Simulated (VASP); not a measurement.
# Ge: single point with PBE

Crystal: Ge.

```xyz
2
Lattice="0.0000 2.7656 2.7656 2.7656 0.0000 2.7656 2.7656 2.7656 0.0000" Properties=species:S:1:pos:R:3 pbc="T T T"
Ge    2.7656    2.7656    2.7656
Ge    4.1484    4.1484    4.1484
```

This cell differs from its parent crystal: volume scaled by 0.88.

```
Program                : VASP 6.6.1
Task                   : single point
Functional             : PBE
Potentials or basis    : VASP PAW PBE potentials, release 64 (Ge_d)
Cutoff                 : 520 eV
k mesh                 : 9 × 9 × 9
Occupations            : fermi-dirac, width 0.05 eV
Spin                   : no spin polarisation
Dipole correction      : no
Further INCAR settings : ALGO = Normal; EDIFF = 1e-06; NBANDS = 21
```

The pressure is 9.6 GPa. The band gap on the k mesh is 0.43 eV, indirect (least direct gap 0.67 eV).

Levels at points of the mesh, in eV from the valence-band top:
```
           k point  band 12  band 13  band 14  band 15  band 16  band 17
(0.00, 0.00, 0.00)     0.00     0.00     0.00     0.67     2.58     2.58
```

Wall time 27 s on 1 thread of Intel(R) Xeon(R) Platinum 8259CL CPU @ 2.50GHz (Skylake/Cascade Lake), on a shared host, peak memory 0.17 GiB.

 A k mesh can miss the band edges.
